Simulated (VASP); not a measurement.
Here is a VASP 6.6.1 calculation.

File INCAR:

```
PREC = Accurate ; ENCUT = 520
EDIFF = 1E-6 ; ISMEAR = 0
SIGMA = 0.1 ; LREAL = False
LASPH = True ; NELM = 100
ALGO = Fast ; ISIF = 2
LWAVE = False ; LCHARG = False
GGA = PS ; NBANDS = 18
```

The input KPOINTS:

```
regular mesh
0
Gamma
  24 24 12
```

The input POSCAR:

```
Cu
1.0
    2.4197673842      0.0000000000      0.0000000000
   -1.2098836921      2.0955800260      0.0000000000
    0.0000000000      0.0000000000      3.9518623368
Cu
2
Direct
    0.3333333333      0.6666666667      0.2500000000
    0.6666666667      0.3333333333      0.7500000000
```

Potentials or basis: VASP PAW PBE potentials, release 64 (Cu).

Run with:

```sh
$ cat potpaw_PBE.64/Cu/POTCAR > POTCAR
$ mpirun -np 1 vasp_std > vasp.out
```

Q: Estimate the band gap on the k mesh.

A: Zero (band 11 reaches 14.07 eV, above the bottom of band 12 at 7.41 eV).

Q: Predict the pressure.

A: 28.7 GPa.

Stress tensor (GPa, compression positive):
```
28.45  0.00  0.00
 0.00 28.45  0.00
 0.00  0.00 29.23
```

Caveat: the cell differs from its parent crystal (equal strain along all axes, cell held: -4.0 %); the PAW data sets were made with another functional, which shifts forces and pressure a little.
